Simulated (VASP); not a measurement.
AlIn2N3:

```xyz
12
Lattice="5.1481 -2.9629 0.0000 5.1481 2.9629 0.0000 0.0000 0.0000 5.5000" Properties=species:S:1:pos:R:3 pbc="T T T"
Al    5.1481    0.9408    5.4407
Al    5.1481   -0.9408    2.6907
In    6.8146   -1.9344    5.4292
In    3.4816   -1.9344    5.4292
In    3.4816    1.9344    2.6792
In    6.8146    1.9344    2.6792
N     6.7019   -1.8841    2.1210
N     3.5943   -1.8841    2.1210
N     3.5943    1.8841    4.8710
N     6.7019    1.8841    4.8710
N     5.1481    0.7784    1.8550
N     5.1481   -0.7784    4.6050
```

| Property | Result |
| --- | --- |
| Program | VASP 6.6.1 |
| Task | relaxation of cell and atoms |
| Functional | PBEsol |
| Potentials or basis | VASP PAW PBE potentials, release 64 (Al, In_d, N) |
| Cutoff | 600 eV |
| k mesh | 6 × 6 × 6 |
| Occupations | gaussian, width 0.02 eV |
| Spin | no spin polarisation |

At the start: pressure -4.6 GPa; volume 13.98 Å³/atom.

Q: How do energy, volume and symmetry change on relaxing?

A: Over 9 steps the energy falls by 6.7 meV/atom and the volume is 13.55 Å³/atom (-3.1 %); space group Cmc2_1 (No. 36, to 0.1 Å) before and after.

The path:
| step | energy change (eV) | largest force (eV/Å) | pressure (GPa) | volume (Å³) |
| --- | --- | --- | --- | --- |
| 1 | 0.0000 | 0.1651 | -4.57 | 167.79 |
| 2 | -0.0202 | 0.0450 | 4.51 | 158.29 |
| 3 | -0.0787 | 0.0947 | 0.05 | 162.58 |
| 4 | -0.0787 | 0.0931 | 0.15 | 162.48 |
| 5 | -0.0800 | 0.0310 | 0.10 | 162.53 |
| 6 | -0.0800 | 0.0334 | 0.10 | 162.54 |
| 7 | -0.0801 | 0.0067 | -0.08 | 162.72 |
| 8 | -0.0801 | 0.0078 | -0.04 | 162.68 |
| 9 | -0.0801 | 0.0048 | 0.01 | 162.63 |

Final structure:
```cif
data_structure
_symmetry_space_group_name_H-M 'P 1'
_symmetry_Int_Tables_number 1
_cell_length_a 5.8776
_cell_length_b 5.8776
_cell_length_c 5.4448
_cell_angle_alpha 90.000
_cell_angle_beta 90.000
_cell_angle_gamma 59.841
_cell_volume 162.63
loop_
_atom_site_label
_atom_site_type_symbol
_atom_site_fract_x
_atom_site_fract_y
_atom_site_fract_z
_atom_site_occupancy
Al1 Al 0.34080 0.65920 0.98925 1
Al2 Al 0.65920 0.34080 0.48925 1
In1 In 0.98849 0.33543 0.98720 1
In2 In 0.66457 0.01151 0.98720 1
In3 In 0.01151 0.66457 0.48720 1
In4 In 0.33543 0.98849 0.48720 1
N1 N 0.97025 0.33287 0.38500 1
N2 N 0.66713 0.02975 0.38500 1
N3 N 0.02975 0.66713 0.88500 1
N4 N 0.33287 0.97025 0.88500 1
N5 N 0.36732 0.63268 0.33833 1
N6 N 0.63268 0.36732 0.83833 1
```

Caveat: the PAW data sets were made with another functional, which shifts forces and pressure a little.
